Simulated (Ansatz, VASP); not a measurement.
**AlP in VASP and in Ansatz**

INCAR

```
SYSTEM = AlP
ALGO = Normal
EDIFF = 1E-6
ENCUT = 500
GGA = PE
GGA_COMPAT = .False.
ISIF = 2
ISMEAR = -1
LASPH = .True.
LCHARG = .False.
LREAL = .False.
LWAVE = .False.
NBANDS = 11
NELM = 120
PREC = Accurate
SIGMA = 0.02
```

Contents of KPOINTS:

```
k-points
0
Gamma
  8 8 8
  0 0 0
```

POSCAR

```
AlP
1.0
    0.0000000000      2.7255609220      2.7527050148
    2.7255609220      0.0000000000      2.7527050148
    2.7255609220      2.7255609220      0.0000000000
Al P
1 1
Direct
    0.0000000000      0.0000000000      0.0000000000
    0.2500000000      0.2500000000      0.2500000000
```

Input for Ansatz:

```yaml
crystal:
  lattice:
    - [0.0, 2.725560922, 2.7527050148]
    - [2.725560922, 0.0, 2.7527050148]
    - [2.725560922, 2.725560922, 0.0]
  atoms:
    - { symbol: Al, position: [0.0, 0.0, 0.0] }
    - { symbol: P, position: [0.25, 0.25, 0.25] }
kpoints:
  mp_grid: { grid: [8, 8, 8] }
  band_path:
    path:
      - [0.0, 0.0, 0.0]
      - [-0.5, -0.5, 0.0]
      - [-0.375, -0.375, 0.25]
      - [-0.375, 0.0, 0.375]
      - [0.0, 0.0, 0.5]
      - [-0.5, -0.25, 0.25]
      - [0.0, 0.5, 0.5]
    npoints: 1
hamiltonian:
  xc: pbe
scf:
  occupations: { method: fermi_dirac, width: 0.02 }
  n_extra_bands: 4
output:
  forces: true
  stress: true
  eigenvalues: true
```

Change from the starting cell: epitaxial_xy strain -0.5%.

Alike in both runs: task single point; functional PBE; k mesh 8 × 8 × 8; occupations fermi-dirac, width 0.02 eV; no spin polarisation.

|  | VASP | Ansatz |
| --- | --- | --- |
| version | VASP 6.6.1 | Ansatz 0.2.0 |
| potentials or method | VASP PAW PBE potentials, release 64 (Al, P) | plane waves, PAW |
| plane-wave cutoff (eV) | 500 | 420 |
| valence electrons in the cell | 8 | 8 |

|  | VASP | Ansatz | Ansatz less VASP |
| --- | --- | --- | --- |
| gap on the k mesh at the Fermi level (eV) | 1.56 | 1.56 | +0.002 |
| pressure (GPa) | 1.7 | 1.8 | +0.10 |
| traceless stress, the component that is largest in VASP (GPa) | -0.43 | -0.43 | +0.002 |
